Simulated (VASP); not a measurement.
# Hf (P6/mmm) in VASP: relaxation of shape and atoms at fixed volume with r2SCAN

Aim: the relaxation of shape and atoms at fixed volume of Hf with r2SCAN.

Program: VASP 6.6.1. These are calculated values, not measurements. Logs are shortened: lines on timing, memory, paths and dates and some standing lists are left out, and cuts for length are marked.

## Step 1: The cell of the first run

The structure is hexagonal, space group P6/mmm (No. 191). Conventional cell: a = 4.527 Å, b = 4.527 Å, c = 2.832 Å, α = 90.00°, β = 90.00°, γ = 120.00°. Within 3.4 Å of Hf (site symmetry -6m2) lie 11 Hf at 2.61 to 2.97 Å. Hf (site symmetry 6/mmm) has 14 Hf at 2.83 to 2.97 Å within 3.7 Å.

## Step 2: Relaxation of shape and atoms at fixed volume, r2SCAN (volume scaled by 0.760)

File POSCAR:

```
Hf
1.0
    4.5272522445      0.0000000000      0.0000000000
   -2.2636261223      3.9207154531      0.0000000000
    0.0000000000      0.0000000000      2.8320539513
Hf
3
Direct
    0.6666666667      0.3333333333      0.5000000000
    0.3333333333      0.6666666667      0.5000000000
    0.0000000000      0.0000000000      0.0000000000
```

File INCAR.step1:

```
  PREC = Accurate
  ENCUT = 600
  ISMEAR = 0
  SIGMA = 0.05
  LREAL = F
  LASPH = T
  NELM = 100
  GGA = PE
  ALGO = Normal
  EDIFF = 1E-4
  LWAVE = T
  LCHARG = F
```

File INCAR.step2:

```
  PREC = Accurate
  ENCUT = 600
  EDIFF = 1E-6
  ISMEAR = 0
  SIGMA = 0.05
  LREAL = F
  LASPH = T
  NELM = 100
  ALGO = Normal
  ISIF = 4
  LWAVE = F
  LCHARG = F
  METAGGA = R2SCAN
  LMIXTAU = T
  IBRION = 2
  NSW = 60
  EDIFFG = -0.01
  ISTART = 1
```

File KPOINTS:

```
regular mesh
0
Gamma
  10 10 14
```

Potentials or basis: VASP PAW PBE potentials, release 64 (Hf_pv).

Command:

```sh
$ cat potpaw_PBE.64/Hf_pv/POTCAR > POTCAR
$ cp INCAR.step1 INCAR
$ mpirun -np 1 vasp_std > vasp.out
$ cp INCAR.step2 INCAR
$ mpirun -np 1 vasp_std > vasp.out
```

OUTCAR:

```text
PREC = Accurate
   ENCUT = 600
   EDIFF = 1E-6
   ISMEAR = 0
   LREAL = F
   LASPH = T
   NELM = 100
   ISIF = 4
   METAGGA = R2SCAN
   IBRION = 2
   NSW = 60
   EDIFFG = -0.01
   ISTART = 1

 ion  position               nearest neighbor table
   1  0.667  0.333  0.500-   2 2.61   2 2.61   2 2.61   3 2.97   3 2.97   3 2.97   3 2.97   3 2.97
                             3 2.97   2 3.85   2 3.85   2 3.85   2 3.85   2 3.85   2 3.85
   2  0.333  0.667  0.500-   1 2.61   1 2.61   1 2.61   3 2.97   3 2.97   3 2.97   3 2.97   3 2.97
                             3 2.97   1 3.85   1 3.85   1 3.85   1 3.85   1 3.85   1 3.85
   3  0.000  0.000  0.000-   1 2.97   2 2.97   1 2.97   2 2.97   1 2.97   1 2.97   2 2.97   2 2.97
                             1 2.97   1 2.97   2 2.97   2 2.97

  LATTYP: Found a hexagonal cell.
 ALAT       =     4.5272522445
 C/A-ratio  =     0.6255569158

  Lattice vectors:

 A1 = (   4.5272522445,   0.0000000000,   0.0000000000)
 A2 = (  -2.2636261223,   3.9207154531,   0.0000000000)
 A3 = (   0.0000000000,   0.0000000000,   2.8320539513)

Analysis of symmetry for initial positions (statically):
=====================================================================
 Subroutine PRICEL returns:
 Original cell was already a primitive cell.

 Routine SETGRP: Setting up the symmetry group for a
 hexagonal supercell.

 Subroutine GETGRP returns: Found 24 space group operations
 (whereof 24 operations were pure point group operations)
 out of a pool of 24 trial point group operations.

The static configuration has the point symmetry D_6h.

Analysis of symmetry for dynamics (positions and initial velocities):
=====================================================================
 Subroutine PRICEL returns:
 Original cell was already a primitive cell.

 Routine SETGRP: Setting up the symmetry group for a
 hexagonal supercell.

 Subroutine GETGRP returns: Found 24 space group operations
 (whereof 24 operations were pure point group operations)
 out of a pool of 24 trial point group operations.

The dynamic configuration has the point symmetry D_6h.

 Subroutine INISYM returns: Found 24 space group operations
 (whereof 24 operations are pure point group operations),
 and found     1 'primitive' translations

----------------------------------------------------------------------------------------

                                     Primitive cell

  volume of cell :      50.2691

  direct lattice vectors                    reciprocal lattice vectors
     4.527252244  0.000000000  0.000000000     0.220884533  0.127527745  0.000000000
    -2.263626122  3.920715453  0.000000000     0.000000000  0.255055490  0.000000000
     0.000000000  0.000000000  2.832053951     0.000000000  0.000000000  0.353100618

  length of vectors
     4.527252244  4.527252245  2.832053951     0.255055490  0.255055490  0.353100618

  position of ions in fractional coordinates (direct lattice)
     0.666666667  0.333333333  0.500000000
     0.333333333  0.666666667  0.500000000
     0.000000000  0.000000000  0.000000000

  ion indices of the primitive-cell ions
   primitive index   ion index
                 1           1
                 2           2
                 3           3

----------------------------------------------------------------------------------------

 KPOINTS: regular mesh

Automatic generation of k-mesh.
 Grid dimensions read from file:
 generate k-points for:   10   10   14

 Generating k-lattice:

  Cartesian coordinates                     Fractional coordinates (reciprocal lattice)
     0.022088453  0.012752774  0.000000000     0.100000000 -0.000000000  0.000000000
     0.000000000  0.025505549  0.000000000     0.000000000  0.100000000  0.000000000
     0.000000000  0.000000000  0.025221473     0.000000000  0.000000000  0.071428571

  Length of vectors
     0.025505549  0.025505549  0.025221473

  Shift w.r.t. Gamma in fractional coordinates (k-lattice)
     0.000000000  0.000000000  0.000000000

 Subroutine IBZKPT returns following result:
 ===========================================

 Found    112 irreducible k-points:

 Following reciprocal coordinates:
            Coordinates               Weight
  0.000000  0.000000  0.000000      1.000000
  0.100000 -0.000000  0.000000      6.000000
  0.200000 -0.000000  0.000000      6.000000
  0.300000 -0.000000  0.000000      6.000000
  0.400000 -0.000000  0.000000      6.000000
  0.500000 -0.000000  0.000000      3.000000
[... 16 lines left out ...]
  0.300000  0.100000  0.071429     24.000000
  0.400000  0.100000  0.071429     24.000000
 [... further k-points ...]
   k-points           NKPTS =    112   k-points in BZ     NKDIM =    112   number of bands    NBANDS=     19
   number of dos      NEDOS =    301   number of ions     NIONS =      3
   total plane-waves  NPLWV =  31104
   dimension x,y,z NGX =    36 NGY =   36 NGZ =   24
   dimension x,y,z NGXF=    72 NGYF=   72 NGZF=   48
   ions per type =               3
   NGX,Y,Z   is equivalent  to a cutoff of  13.22, 13.22, 14.09 a.u.
   NGXF,Y,Z  is equivalent  to a cutoff of  26.44, 26.44, 28.18 a.u.
 SYSTEM =  unknown system
   PREC   = accura    normal or accurate (medium, high low for compatibility)
   ISTART =      1    job   : 0-new  1-cont  2-samecut
   ICHARG =      0    charge: 1-file 2-atom 10-const
   ISPIN  =      1    spin polarized calculation?
   LNONCOLLINEAR =      F non collinear calculations
   LSORBIT =      F    spin-orbit coupling
   LASPH  =      T    aspherical Exc in radial PAW
   ENCUT  =  600.0 eV  44.10 Ry    6.64 a.u.   9.04  9.04  5.66*2*pi/ulx,y,z
   NELM   =    100;   NELMIN=  2; NELMDL=  0     # of ELM steps
   EDIFF  = 0.1E-05   stopping-criterion for ELM
   LREAL  =      F    real-space projection
   EDIFFG = -.1E-01   stopping-criterion for IOM
   NSW    =     60    number of steps for IOM
   IBRION =      2    ionic relax: 0-MD 1-quasi-New 2-CG
   NFREE  =      1    steps in history (QN), initial steepest desc. (CG)
   ISIF   =      4    stress and relaxation
   ISYM   =      2    0-nonsym 1-usesym 2-fastsym
   POTIM  = 0.5000    time-step for ionic-motion
   TEBEG  =    0.0;   TEEND  =   0.0 temperature during run
   PSTRESS=    0.0 pullay stress
   NELECT =      30.0000    total number of electrons
   NUPDOWN=      -1.0000    fix difference up-down
   EMIN   =  10.00;   EMAX   =-10.00  energy-range for DOS
   EFERMI =   0.00;   METHOD = LEGACY
   ISMEAR =     0;   SIGMA  =   0.05  broadening in eV -4-tet -1-fermi 0-gaus
   EFERMI_NEDOS =   21; number of points for ismear=-14 and -15
   IALGO  =     38    algorithm
   IMIX   =      4    mixing-type and parameters
     AMIX     =   0.40;   BMIX     =  1.00
     AMIX_MAG =   1.60;   BMIX_MAG =  1.00
  volume/ion in A,a.u.               =      16.76       113.08
  Fermi-wavevector in a.u.,A,eV,Ry     =   1.378314  2.604635 25.847649  1.899749
  Thomas-Fermi vector in A             =   2.503387
   LORBIT       =      0    0 simple, 1 ext, 2 COOP (PROOUT), +10 PAW based schemes
   METAGGA = R2SCAN    functional components
   LHFCALC =     F    Hartree Fock is set to
   AEXX    =    0.0000 exact exchange contribution
   IVDW    =     0    specifies the selected vdW correction
   LEPSILON=     F    determine dielectric tensor
   LRPA    =     F    only Hartree local field effects (RPA)
 conjugate gradient relaxation of ions
 non-spin polarized calculation
 Gauss-broadening in eV      SIGMA  =   0.05
  energy-cutoff  :      600.00
  volume of cell :       50.27
 maximum number of plane-waves:      1697
   NGX = 19   NGY = 19   NGZ = 11

--------------------------------------- Ionic step        1  -------------------------------------------

 number of electron      30.0000001 magnetization

 Free energy of the ion-electron system (eV)
  ---------------------------------------------------
  ext. energy  EPLUGINS =         0.00000000
  ---------------------------------------------------
  free energy    TOTEN  =      -133.40939811 eV

  energy without entropy =     -133.40692492  energy(sigma->0) =     -133.40816151

------------------------ aborting loop because EDIFF is reached ----------------------------------------

  FORCE on cell =-STRESS in cart. coord.  units (eV):
  Direction    XX          YY          ZZ          XY          YZ          ZX
  --------------------------------------------------------------------------------------
  -------------------------------------------------------------------------------------
  Total       15.2544654     15.2544654     15.3448979     -0.0000000      0.0000000     -0.0000000
  in kB      486.1900142    486.1900142    489.0722778     -0.0000000      0.0000000     -0.0000000
  external PRESSURE =     487.1507688 kB  Pullay stress =       0.0000000 kB

 VOLUME and BASIS-vectors are now :
 -----------------------------------------------------------------------------
  energy-cutoff  :      600.00
  volume of cell :       50.27
      direct lattice vectors                 reciprocal lattice vectors
     4.527252244  0.000000000  0.000000000     0.220884533  0.127527745  0.000000000
    -2.263626122  3.920715453  0.000000000     0.000000000  0.255055490  0.000000000
     0.000000000  0.000000000  2.832053951     0.000000000  0.000000000  0.353100618
[... 38 lines left out ...]
 POSITION                                       TOTAL-FORCE (eV/Angst)
 -----------------------------------------------------------------------------------
      2.26253      1.30627      1.41740        -0.000000      0.000000      0.000000
     -0.00000      2.61254      1.41740         0.000000     -0.000000     -0.000000
      0.00000     -0.00000      0.00000        -0.000000      0.000000     -0.000000
 -----------------------------------------------------------------------------------
    total drift:                                0.000000     -0.000000     -0.000000

  FREE ENERGIE OF THE ION-ELECTRON SYSTEM (eV)
  ---------------------------------------------------
  free  energy   TOTEN  =      -133.4094129624 eV

  energy  without entropy=     -133.4069576156  energy(sigma->0) =     -133.40818529

--------------------------------------- Ionic step        3  -------------------------------------------

 number of electron      30.0000001 magnetization

 Free energy of the ion-electron system (eV)
  ---------------------------------------------------
  ext. energy  EPLUGINS =         0.00000000
  ---------------------------------------------------
  free energy    TOTEN  =      -133.40942493 eV

  energy without entropy =     -133.40696277  energy(sigma->0) =     -133.40819385

 E-fermi :   6.8390     XC(G=0): -13.7141

 val. band max:        6.8314904522   @ k =   0.3000   0.3000   0.2143
 cond. band min:       6.8407162981   @ k =   0.4000   0.2000   0.1429
 fundamental gap:      0.0092258459
 Fermi energy:         6.8389671343

 k-point     1 :       0.0000    0.0000    0.0000
  band No.  band energies     occupation
      1     -25.0074      2.00000
      2     -25.0074      2.00000
      3     -24.6593      2.00000
      4     -24.6593      2.00000
      5     -23.8711      2.00000
      6     -23.3639      2.00000
[... 11 lines left out ...]
     18       9.6045      0.00000
     19       9.6045      0.00000
[... 485 lines left out ...]
 k-point    24 :       0.4000    0.1000    0.0714
  band No.  band energies     occupation
      1     -25.4447      2.00000
      2     -24.8214      2.00000
      3     -24.4984      2.00000
      4     -23.9525      2.00000
      5     -23.7369      2.00000
      6     -23.6710      2.00000
[... 11 lines left out ...]
     18       8.4021      0.00000
     19       9.1295      0.00000

 [... further k-points ...]

------------------------ aborting loop because EDIFF is reached ----------------------------------------

  FORCE on cell =-STRESS in cart. coord.  units (eV):
  Direction    XX          YY          ZZ          XY          YZ          ZX
  --------------------------------------------------------------------------------------
  -------------------------------------------------------------------------------------
  Total       15.2841480     15.2841480     15.2807731     -0.0000000      0.0000000     -0.0000000
  in kB      487.1360572    487.1360572    487.0284919     -0.0000000      0.0000000     -0.0000000
  external PRESSURE =     487.1002021 kB  Pullay stress =       0.0000000 kB

 VOLUME and BASIS-vectors are now :
 -----------------------------------------------------------------------------
  energy-cutoff  :      600.00
  volume of cell :       50.27
      direct lattice vectors                 reciprocal lattice vectors
     4.525960756 -0.000000000 -0.000000000     0.220947563  0.127564135 -0.000000000
    -2.262980378  3.919596991 -0.000000000     0.000000000  0.255128270 -0.000000000
     0.000000000  0.000000000  2.833670442     0.000000000  0.000000000  0.352899189

 POSITION                                       TOTAL-FORCE (eV/Angst)
 -----------------------------------------------------------------------------------
      2.26298      1.30653      1.41684         0.000000     -0.000000     -0.000000
     -0.00000      2.61306      1.41684        -0.000000      0.000000      0.000000
     -2.26298      3.91960     -0.00000        -0.000000      0.000000      0.000000
 -----------------------------------------------------------------------------------
    total drift:                                0.000000      0.000000     -0.000000

  FREE ENERGIE OF THE ION-ELECTRON SYSTEM (eV)
  ---------------------------------------------------
  free  energy   TOTEN  =      -133.4094249348 eV

  energy  without entropy=     -133.4069627725  energy(sigma->0) =     -133.40819385

 reached required accuracy - stopping structural energy minimisation
```

Wall time 7.6 min (1 thread of Intel Xeon 6975P-C, shared host); peak memory 0.27 GiB.

Results:

| Item | Value |
| --- | --- |
| Free energy | -133.4094 eV |
| Energy gained by relaxing | 0.0 meV/atom |
| Ionic steps | 3 |
| Pressure after relaxing | 48.7 GPa |
| Band gap on the k mesh | zero (band 15 reaches 7.46 eV, above the bottom of band 16 at 6.34 eV) |

Final structure:
```xyz
3
Lattice="4.5260 0.0000 0.0000 -2.2630 3.9196 0.0000 0.0000 0.0000 2.8337" Properties=species:S:1:pos:R:3 pbc="T T T"
Hf    2.2630    1.3065    1.4168
Hf    0.0000    2.6131    1.4168
Hf   -2.2630    3.9196    0.0000
```

Levels at points of the mesh, in eV from the Fermi level:
```
           k point  band 11  band 12  band 13  band 14  band 15  band 16  band 17  band 18  band 19
(0.00, 0.00, 0.00)    -3.78    -0.61    -0.61    -0.57    -0.57    -0.49     1.54     2.77     2.77
(0.50, 0.00, 0.00)    -4.73    -4.62    -0.99    -0.88    -0.66    -0.05     1.22     1.70     2.44
(0.00, 0.00, 0.50)    -4.09    -3.22    -2.95    -2.95    -2.03     1.71     1.71     3.04     3.04
(0.50, 0.00, 0.50)    -3.65    -3.16    -2.42    -1.24    -0.76     0.37     1.39     1.88     2.63
```

Caveat: the PAW data sets were made with another functional, which shifts forces and pressure a little; spin-orbit coupling is left out, which moves the levels of the heavy elements.
